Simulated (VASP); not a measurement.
Runs of VASP 6.6.1 on Rh. The structure is that of space group Immm (No. 71), or close to it. The cells are those of the table. 

```csv
cell,further INCAR settings,gap on the mesh (eV),pressure (GPa)
"a = 2.679, b = 2.679, c = 2.424 Å, angles 63.1, 63.1, 67.0°, 1 atom",ALGO = Fast; EDIFF = 1e-06; NBANDS = 14,none,7.1
"a = 2.669, b = 2.669, c = 2.256 Å, angles 65.0, 65.0, 69.8°, 1 atom",ALGO = Fast; EDIFF = 1e-07; NBANDS = 14,none,(c)
"a = 2.644, b = 2.644, c = 2.354 Å, angles 63.6, 63.6, 66.1°, 1 atom",ALGO = Fast; EDIFF = 1e-06; NBANDS = 14,none,29.0
"a = 2.652, b = 2.652, c = 2.221 Å, angles 65.2, 65.2, 69.3°, 1 atom",ALGO = Fast; EDIFF = 1e-07; NBANDS = 14,none,(b)
"a = 2.626, b = 2.626, c = 2.318 Å, angles 63.8, 63.8, 65.7°, 1 atom",ALGO = Fast; EDIFF = 1e-07; NBANDS = 14,none,42.8
"a = 2.661, b = 2.661, c = 2.389 Å, angles 63.3, 63.3, 66.5°, 1 atom",ALGO = Fast; EDIFF = 1e-06; NBANDS = 14,none,17.2
"a = 2.656, b = 2.656, c = 2.522 Å, angles 61.7, 61.7, 63.3°, 1 atom",ALGO = Fast; EDIFF = 1e-06; NBANDS = 14,none,4.8
"a = 2.687, b = 2.687, c = 2.292 Å, angles 64.8, 64.8, 70.1°, 1 atom",ALGO = Fast; EDIFF = 1e-06; NBANDS = 14,none,(a)
```

Alike in all rows: task single point; level LDA; potentials or basis VASP PAW LDA potentials, release 64 (Rh_pv); no spin polarisation; k mesh 20 × 20 × 20; cutoff (eV) 520; smearing gaussian 0.15 eV.

Question: Fill in the values left out.

Answer: (a) 26.1; (b) 54.3; (c) 39.2.

Caveats: the stress differs along the axes, from -6 to 14 GPa (at least some runs); the stress differs along the axes, from 4 to 57 GPa (at least some runs); the stress differs along the axes, from 8 to 39 GPa (at least some runs); the stress differs along the axes, from 14 to 74 GPa (at least some runs); the stress differs along the axes, from 17 to 56 GPa (at least some runs); the stress differs along the axes, from 0 to 26 GPa (at least some runs); the stress differs along the axes, from 1 to 7 GPa (at least some runs).

A k mesh can miss the band edges, and the runs leave out spin-orbit coupling on Rh.

A gap of «none» marks levels without a gap at the run's occupations.
